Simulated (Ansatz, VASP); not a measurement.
Two plane-wave programs on SiO2

INCAR

```
ALGO     = Normal         # electronic algorithm
EDIFF    = 1E-7           # SCF threshold, eV
ENCUT    = 520            # plane-wave cutoff, eV
GGA      = CA             # functional
ISIF     = 2              # what is computed and relaxed
ISMEAR   = 0              # smearing method
LASPH    = T              # aspherical terms in the spheres
LCHARG   = F              # write CHGCAR
LREAL    = F              # projectors in reciprocal space
LWAVE    = F              # write WAVECAR
NBANDS   = 25             # bands
NELM     = 60             # most SCF steps
PREC     = Accurate       # precision mode
SIGMA    = 0.05           # smearing width, eV
```

File KPOINTS:

```
k-points
0
Gamma
  6 6 8
```

File POSCAR:

```
SiO2
1.0
    4.2798000000      0.0000000000      0.0000000000
    0.0000000000      4.2798000000      0.0000000000
    0.0000000000      0.0000000000      2.5336000000
Si O
2 4
Direct
    0.5000000000      0.5000000000      0.5000000000
    0.0000000000      0.0000000000      0.0000000000
    0.6944252994      0.6944252994      0.0000000000
    0.1944252994      0.8055747006      0.5000000000
    0.3055747006      0.3055747006      0.0000000000
    0.8055747006      0.1944252994      0.5000000000
```

Input for Ansatz:

```yaml
crystal:
  lattice:
    - [4.2798, 0.0, 0.0]
    - [0.0, 4.2798, 0.0]
    - [0.0, 0.0, 2.5336]
  atoms:
    - { symbol: Si, position: [0.5, 0.5, 0.5] }
    - { symbol: Si, position: [0.0, 0.0, 0.0] }
    - { symbol: O, position: [0.6944252994, 0.6944252994, 0.0] }
    - { symbol: O, position: [0.1944252994, 0.8055747006, 0.5] }
    - { symbol: O, position: [0.3055747006, 0.3055747006, 0.0] }
    - { symbol: O, position: [0.8055747006, 0.1944252994, 0.5] }
basis:
  ecutwfc: 520.0
kpoints:
  mp_grid: { grid: [6, 6, 8] }
hamiltonian:
  xc: lda
  pseudopotentials: { kind: paw, azcp: { folder: soft_1 } }
scf:
  occupations: { method: gaussian, width: 0.05 }
output:
  forces: true
  stress: true
  eigenvalues: true
```

Alike in both runs: task single point; functional LDA; k mesh 6 × 6 × 8; occupations gaussian, width 0.05 eV; no spin polarisation.

```csv
,VASP,Ansatz
version,VASP 6.6.1,Ansatz 0.2.0
potentials or method,"VASP PAW LDA potentials, release 64 (Si, O), cutoff 520 eV","scalar-relativistic, plane waves, PAW"
valence electrons in the cell,32,32
```

|  | VASP | Ansatz | Ansatz less VASP |
| --- | --- | --- | --- |
| gap on the k mesh at the Fermi level (eV) | 5.81 | 5.81 | +0.008 |
| least direct gap on the mesh (eV) | 5.81 | 5.81 | +0.008 |
| pressure (GPa) | 2.7 | 1.5 | -1.16 |
| traceless stress, the component that is largest in VASP (GPa) | 27.79 | 26.83 | -0.958 |
| rms of the force components (eV/Å) | 0.234 | 0.266 | +0.0319 |

Ansatz warns that its potentials were made for another functional, while VASP's fit it. LDA's correlation is that of Perdew and Zunger in VASP and of Perdew and Wang (1992) in Ansatz. Atom by atom the forces differ by 0.032 eV/Å (rms over components).
